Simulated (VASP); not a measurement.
# ZnSe (I-4m2) in VASP: further runs

ZnSe is run at these levels: LDA; tasks: single point.

All numbers are computed with VASP 6.6.1; they aren't measurements. Logs are shortened: lines on timing, memory, paths and dates and some standing lists are left out, and cuts for length are marked.

### 1 The cell of the first run

Symmetry: I-4m2, No. 119, tetragonal system. The conventional cell has a = 3.957 Å, b = 3.957 Å, c = 5.551 Å, α = 90.00°, β = 90.00°, γ = 90.00°. Within 3.2 Å of Zn (site symmetry -4m2) lie 4 Se at 2.42 Å. Se (site symmetry -4m2) has 4 Zn at 2.42 Å within 3.2 Å.

### 2 Single point, LDA (in-plane strain +0.005)

Input file INCAR:

```
  ALGO = Normal
  EDIFF = 1E-6
  ENCUT = 520
  GGA = CA
  ISIF = 2
  ISMEAR = 0
  LASPH = True
  LCHARG = False
  LREAL = False
  LWAVE = False
  NBANDS = 16
  NELM = 60
  PREC = Accurate
  SIGMA = 0.01
```

Input file KPOINTS:

```
k-points
0
Gamma
  8 8 8
```

Input file POSCAR:

```
ZnSe
1.0
    2.7976782189      2.7976782189      0.0000000000
   -2.7976782189      2.7976782189      0.0000000000
    0.0000000000      2.7976782189      2.7754081435
Zn Se
1 1
Direct
    0.0000000000      0.0000000000      0.0000000000
    0.7500000000      0.2500000000      0.5000000000
```

Potentials or basis: VASP PAW LDA potentials, release 64 (Zn, Se).

The run is started by

```console
cat potpaw_LDA.64/Zn/POTCAR potpaw_LDA.64/Se/POTCAR > POTCAR
mpirun -np 1 vasp_std > vasp.out
```

OUTCAR:

```text
EDIFF = 1E-6
   ENCUT = 520
   GGA = CA
   ISIF = 2
   ISMEAR = 0
   LASPH = True
   LREAL = False
   NELM = 60
   PREC = Accurate

 ion  position               nearest neighbor table
   1  0.000  0.000  0.000-   2 2.42   2 2.42   2 2.42   2 2.42
   2  0.750  0.250  0.500-   1 2.42   1 2.42   1 2.42   1 2.42

  LATTYP: Found a body centered tetragonal cell.
 ALAT       =     3.9565144803
 C/A-ratio  =     1.4029561410

  Lattice vectors:

 A1 = (   2.7976782189,   0.0000000000,  -2.7754081435)
 A2 = (  -2.7976782189,   0.0000000000,  -2.7754081435)
 A3 = (   0.0000000000,   2.7976782189,   2.7754081435)

Analysis of symmetry for initial positions (statically):
=====================================================================
 Subroutine PRICEL returns:
 Original cell was already a primitive cell.

 Routine SETGRP: Setting up the symmetry group for a
 body centered tetragonal supercell.

 Subroutine GETGRP returns: Found  8 space group operations
 (whereof  8 operations were pure point group operations)
 out of a pool of 16 trial point group operations.

The static configuration has the point symmetry D_2d.

Analysis of symmetry for dynamics (positions and initial velocities):
=====================================================================
 Subroutine PRICEL returns:
 Original cell was already a primitive cell.

 Routine SETGRP: Setting up the symmetry group for a
 body centered tetragonal supercell.

 Subroutine GETGRP returns: Found  8 space group operations
 (whereof  8 operations were pure point group operations)
 out of a pool of 16 trial point group operations.

The dynamic configuration has the point symmetry D_2d.

 Subroutine INISYM returns: Found  8 space group operations
 (whereof  8 operations are pure point group operations),
 and found     1 'primitive' translations

----------------------------------------------------------------------------------------

                                     Primitive cell

  volume of cell :      43.4463

  direct lattice vectors                    reciprocal lattice vectors
     2.797678219  2.797678219  0.000000000     0.178719624  0.178719624 -0.180153683
    -2.797678219  2.797678219  0.000000000    -0.178719624  0.178719624 -0.180153683
     0.000000000  2.797678219  2.775408143     0.000000000  0.000000000  0.360307367

  length of vectors
     3.956514480  3.956514480  3.940798622     0.310381633  0.310381633  0.360307367

  position of ions in fractional coordinates (direct lattice)
     0.000000000  0.000000000  0.000000000
     0.750000000  0.250000000  0.500000000

  ion indices of the primitive-cell ions
   primitive index   ion index
                 1           1
                 2           2

----------------------------------------------------------------------------------------

 KPOINTS: k-points

Automatic generation of k-mesh.
 Grid dimensions read from file:
 generate k-points for:    8    8    8

 Generating k-lattice:

  Cartesian coordinates                     Fractional coordinates (reciprocal lattice)
     0.022339953  0.022339953 -0.022519210     0.125000000  0.000000000  0.000000000
    -0.022339953  0.022339953 -0.022519210     0.000000000  0.125000000  0.000000000
     0.000000000  0.000000000  0.045038421     0.000000000  0.000000000  0.125000000

  Length of vectors
     0.038797704  0.038797704  0.045038421

  Shift w.r.t. Gamma in fractional coordinates (k-lattice)
     0.000000000  0.000000000  0.000000000

 Subroutine IBZKPT returns following result:
 ===========================================

 Found     59 irreducible k-points:

 Following reciprocal coordinates:
            Coordinates               Weight
  0.000000  0.000000  0.000000      1.000000
  0.125000  0.000000  0.000000      8.000000
  0.250000  0.000000  0.000000      8.000000
  0.375000  0.000000  0.000000      8.000000
  0.500000  0.000000  0.000000      4.000000
  0.125000  0.125000  0.000000      8.000000
[... 16 lines left out ...]
  0.250000  0.000000  0.125000      4.000000
  0.375000  0.000000  0.125000      8.000000
 [... further k-points ...]
   k-points           NKPTS =     59   k-points in BZ     NKDIM =     59   number of bands    NBANDS=     16
   number of dos      NEDOS =    301   number of ions     NIONS =      2
   total plane-waves  NPLWV =  27000
   dimension x,y,z NGX =    30 NGY =   30 NGZ =   30
   dimension x,y,z NGXF=    60 NGYF=   60 NGZF=   60
   ions per type =               1   1
   NGX,Y,Z   is equivalent  to a cutoff of  12.61, 12.61, 12.66 a.u.
   NGXF,Y,Z  is equivalent  to a cutoff of  25.21, 25.21, 25.31 a.u.
 SYSTEM =  unknown system
   PREC   = accura    normal or accurate (medium, high low for compatibility)
   ISTART =      0    job   : 0-new  1-cont  2-samecut
   ICHARG =      2    charge: 1-file 2-atom 10-const
   ISPIN  =      1    spin polarized calculation?
   LNONCOLLINEAR =      F non collinear calculations
   LSORBIT =      F    spin-orbit coupling
   LASPH  =      T    aspherical Exc in radial PAW
   ENCUT  =  520.0 eV  38.22 Ry    6.18 a.u.   7.36  7.36  7.33*2*pi/ulx,y,z
   NELM   =     60;   NELMIN=  2; NELMDL= -5     # of ELM steps
   EDIFF  = 0.1E-05   stopping-criterion for ELM
   LREAL  =      F    real-space projection
   EDIFFG = 0.1E-04   stopping-criterion for IOM
   NSW    =      0    number of steps for IOM
   IBRION =     -1    ionic relax: 0-MD 1-quasi-New 2-CG
   NFREE  =      0    steps in history (QN), initial steepest desc. (CG)
   ISIF   =      2    stress and relaxation
   ISYM   =      2    0-nonsym 1-usesym 2-fastsym
   POTIM  = 0.5000    time-step for ionic-motion
   TEBEG  =    0.0;   TEEND  =   0.0 temperature during run
   PSTRESS=    0.0 pullay stress
   NELECT =      18.0000    total number of electrons
   NUPDOWN=      -1.0000    fix difference up-down
   EMIN   =  10.00;   EMAX   =-10.00  energy-range for DOS
   EFERMI =   0.00;   METHOD = LEGACY
   ISMEAR =     0;   SIGMA  =   0.01  broadening in eV -4-tet -1-fermi 0-gaus
   EFERMI_NEDOS =   21; number of points for ismear=-14 and -15
   IALGO  =     38    algorithm
   IMIX   =      4    mixing-type and parameters
     AMIX     =   0.40;   BMIX     =  1.00
     AMIX_MAG =   1.60;   BMIX_MAG =  1.00
  volume/ion in A,a.u.               =      21.72       146.59
  Fermi-wavevector in a.u.,A,eV,Ry     =   1.220436  2.306289 20.265376  1.489463
  Thomas-Fermi vector in A             =   2.355653
   LORBIT       =      0    0 simple, 1 ext, 2 COOP (PROOUT), +10 PAW based schemes
   GGA     = CA    functional components
   LHFCALC =     F    Hartree Fock is set to
   AEXX    =    0.0000 exact exchange contribution
   IVDW    =     0    specifies the selected vdW correction
   LEPSILON=     F    determine dielectric tensor
   LRPA    =     F    only Hartree local field effects (RPA)
 non-spin polarized calculation
 Gauss-broadening in eV      SIGMA  =   0.01
  energy-cutoff  :      520.00
  volume of cell :       43.45
 maximum number of plane-waves:      1211
 NGX is ok and might be reduce to    30
   NGX = 15   NGY = 15   NGZ = 15

 number of electron      17.9999987 magnetization

 Free energy of the ion-electron system (eV)
  ---------------------------------------------------
  ext. energy  EPLUGINS =         0.00000000
  ---------------------------------------------------
  free energy    TOTEN  =        -7.37173856 eV

  energy without entropy =       -7.37173856  energy(sigma->0) =       -7.37173856

 E-fermi :   2.0422     XC(G=0):  -9.9066

 val. band max:        1.9471519097   @ k =   0.0000   0.0000   0.0000
 cond. band min:       3.1870902987   @ k =   0.0000   0.0000   0.0000
 fundamental gap:      1.2399383890
 Fermi energy:         2.0422084646

 k-point     1 :       0.0000    0.0000    0.0000
  band No.  band energies     occupation
      1     -11.6713      2.00000
      2      -4.9309      2.00000
      3      -4.9309      2.00000
      4      -4.9273      2.00000
      5      -4.5289      2.00000
      6      -4.5268      2.00000
[... 8 lines left out ...]
     15      13.4277      0.00000
     16      13.5750      0.00000

 k-point     2 :       0.1250    0.0000    0.0000
  band No.  band energies     occupation
      1     -11.5608      2.00000
      2      -4.9256      2.00000
      3      -4.9137      2.00000
      4      -4.9109      2.00000
      5      -4.5304      2.00000
      6      -4.5287      2.00000
[... 8 lines left out ...]
     15      12.6272      0.00000
     16      12.6891      0.00000

 k-point     3 :       0.2500    0.0000    0.0000
  band No.  band energies     occupation
      1     -11.2720      2.00000
      2      -4.8763      2.00000
      3      -4.8756      2.00000
      4      -4.8713      2.00000
      5      -4.5283      2.00000
      6      -4.5279      2.00000
[... 8 lines left out ...]
     15      12.3665      0.00000
     16      12.5073      0.00000

 k-point     4 :       0.3750    0.0000    0.0000
  band No.  band energies     occupation
      1     -10.9447      2.00000
      2      -4.8469      2.00000
      3      -4.8423      2.00000
      4      -4.6704      2.00000
      5      -4.5168      2.00000
      6      -4.5155      2.00000
[... 8 lines left out ...]
     15      13.5298      0.00000
     16      13.5578      0.00000
[... 324 lines left out ...]
 k-point    22 :       0.0000    0.0000    0.1250
  band No.  band energies     occupation
      1     -11.5224      2.00000
      2      -4.9403      2.00000
      3      -4.8986      2.00000
      4      -4.8986      2.00000
      5      -4.5397      2.00000
      6      -4.5207      2.00000
[... 8 lines left out ...]
     15      13.1706      0.00000
     16      13.6573      0.00000

 k-point    23 :       0.2500    0.0000    0.1250
  band No.  band energies     occupation
      1     -11.3912      2.00000
      2      -4.9140      2.00000
      3      -4.8928      2.00000
      4      -4.8743      2.00000
      5      -4.5414      2.00000
      6      -4.5198      2.00000
[... 8 lines left out ...]
     15      12.5428      0.00000
     16      13.8601      0.00000

 k-point    24 :       0.3750    0.0000    0.1250
  band No.  band energies     occupation
      1     -11.0850      2.00000
      2      -4.8525      2.00000
      3      -4.8476      2.00000
      4      -4.8120      2.00000
      5      -4.5416      2.00000
      6      -4.5073      2.00000
[... 8 lines left out ...]
     15      13.2284      0.00000
     16      14.4347      0.00000

 [... further k-points ...]
[... 5 lines left out ...]
  --------------------------------------------------------------------------------------
  -------------------------------------------------------------------------------------
  Total       -0.0637208     -0.0637208      0.0182403      0.0000000      0.0000000     -0.0000000
  in kB       -2.3498448     -2.3498448      0.6726502      0.0000000      0.0000000     -0.0000000
  external PRESSURE =      -1.3423465 kB  Pullay stress =       0.0000000 kB

 VOLUME and BASIS-vectors are now :
 -----------------------------------------------------------------------------
  energy-cutoff  :      520.00
  volume of cell :       43.45
      direct lattice vectors                 reciprocal lattice vectors
     2.797678219  2.797678219  0.000000000     0.178719624  0.178719624 -0.180153683
    -2.797678219  2.797678219  0.000000000    -0.178719624  0.178719624 -0.180153683
     0.000000000  2.797678219  2.775408143     0.000000000  0.000000000  0.360307367

 POSITION                                       TOTAL-FORCE (eV/Angst)
 -----------------------------------------------------------------------------------
      0.00000      0.00000      0.00000         0.000000     -0.000000      0.000000
      1.39884      4.19652      1.38770        -0.000000      0.000000      0.000000
 -----------------------------------------------------------------------------------
    total drift:                               -0.000000      0.000000     -0.000000

  FREE ENERGIE OF THE ION-ELECTRON SYSTEM (eV)
  ---------------------------------------------------
  free  energy   TOTEN  =        -7.3717385563 eV

  energy  without entropy=       -7.3717385563  energy(sigma->0) =       -7.37173856
```

It took 32 s on 1 thread of Intel Xeon Platinum 8375C at 2.90GHz (Ice Lake), shared host; peak memory 0.17 GiB.

Results:

| Property | Result |
| --- | --- |
| Free energy | -7.3717 eV |
| Pressure | -0.1 GPa |
| Band gap on the k mesh | 1.24 eV, direct |

Stress tensor (GPa, compression positive):
```
-0.23  0.00  0.00
 0.00 -0.23  0.00
 0.00  0.00  0.07
```

Caveat: the cell differs from its parent crystal (in-plane strain +0.005).

### 3 Single point, LDA (in-plane strain +0.01, then relaxed in part)

Input file INCAR:

```
SYSTEM = ZnSe
ALGO = Normal
EDIFF = 1E-6
ENCUT = 520
GGA = CA
ISIF = 2
ISMEAR = 0
LASPH = .TRUE.
LCHARG = .TRUE.
LELF = .TRUE.
LREAL = .FALSE.
LVHAR = .TRUE.
LWAVE = .FALSE.
NBANDS = 16
NELM = 60
PREC = Accurate
SIGMA = 0.01
```

Input file KPOINTS:

```
k-points
0
G
  8 8 8
  0 0 0
```

Input file POSCAR:

```
ZnSe
1.0
    2.8115970160      2.8115970160      0.0000000000
   -2.8115970160      2.8115970160      0.0000000000
    0.0000000000      2.8115970160      2.7498389218
Zn Se
1 1
Direct
    0.0000000000      0.0000000000      0.0000000000
    0.7500000000      0.2500000000      0.5000000000
```

Potentials or basis: VASP PAW LDA potentials, release 64 (Zn, Se).

The run is started by

```console
cat potpaw_LDA.64/Zn/POTCAR potpaw_LDA.64/Se/POTCAR > POTCAR
mpirun -np 1 vasp_std > vasp.out
```

Run time: 17 s. Hardware: 1 thread of Intel Xeon 6975P-C (Granite Rapids), shared host; peak memory 0.17 GiB.

The run converged. Its results:

```yaml
Free_energy: -7.3703 eV
Pressure: -0.2 GPa
Band_gap_on_the_k_mesh: 1.20 eV, direct
```

Stress tensor (GPa, compression positive):
```
-0.46  0.00  0.00
 0.00 -0.46  0.00
 0.00  0.00  0.35
```

Levels at points of the mesh, in eV from the valence-band top:
| k point | band 7 | band 8 | band 9 | band 10 | band 11 | band 12 |
| --- | --- | --- | --- | --- | --- | --- |
| (0.00, 0.00, 0.00) | -0.08 | -0.08 | 0.00 | 1.20 | 5.63 | 5.64 |
| (0.50, 0.00, 0.00) | -5.64 | -1.06 | -0.93 | 2.39 | 6.13 | 6.32 |
| (0.50, 0.50, 0.00) | -5.13 | -2.40 | -2.36 | 2.69 | 3.34 | 10.73 |
| (0.00, 0.00, 0.50) | -4.99 | -2.51 | -2.51 | 2.58 | 3.12 | 10.95 |

Caveat: the cell differs from its parent crystal (in-plane strain +0.01, then relaxed in part).

### 4 Single point, LDA (in-plane strain +0.01)

Input file INCAR:

```
SYSTEM = ZnSe
  ALGO = Normal
  EDIFF = 1E-6
  ENCUT = 520
  ISIF = 2
  ISMEAR = 0
  LASPH = .True.
  LCHARG = .False.
  LREAL = .False.
  LWAVE = .False.
  NBANDS = 16
  NELM = 80
  PREC = Accurate
  SIGMA = 0.01
```

Input file KPOINTS:

```
k-points
0
Gamma
  8 8 8
  0 0 0
```

Changes to POSCAR since step 3:

```diff
@@ -4,3 +4,3 @@
    -2.8115970160      2.8115970160      0.0000000000
-    0.0000000000      2.8115970160      2.7498389218
+    0.0000000000      2.8115970160      2.7670568653
 Zn Se
```

The run is started by

```console
cat potpaw_LDA.64/Zn/POTCAR potpaw_LDA.64/Se/POTCAR > POTCAR
mpirun -np 1 vasp_std > vasp.out
```

It took 16 s on 1 thread of Intel Xeon 6975P-C (Granite Rapids), shared host; peak memory 0.17 GiB.

The run converged. Its results:

```
Free energy            : -7.3704 eV
Pressure               : -0.6 GPa
Band gap on the k mesh : 1.19 eV, direct
```

Stress tensor (GPa, compression positive):
```
-0.82  0.00  0.00
 0.00 -0.82  0.00
 0.00  0.00 -0.22
```

Levels at points of the mesh, in eV from the valence-band top:
```tsv
k point	band 7	band 8	band 9	band 10	band 11	band 12
(0.00, 0.00, 0.00)	-0.06	-0.06	0.00	1.19	5.65	5.65
(0.50, 0.00, 0.00)	-5.59	-1.02	-0.93	2.40	6.17	6.31
(0.50, 0.50, 0.00)	-5.07	-2.37	-2.34	2.70	3.33	10.72
(0.00, 0.00, 0.50)	-4.98	-2.45	-2.45	2.63	3.18	10.88
```

Caveat: the cell differs from its parent crystal (in-plane strain +0.01).

[end of part 1 of 2]
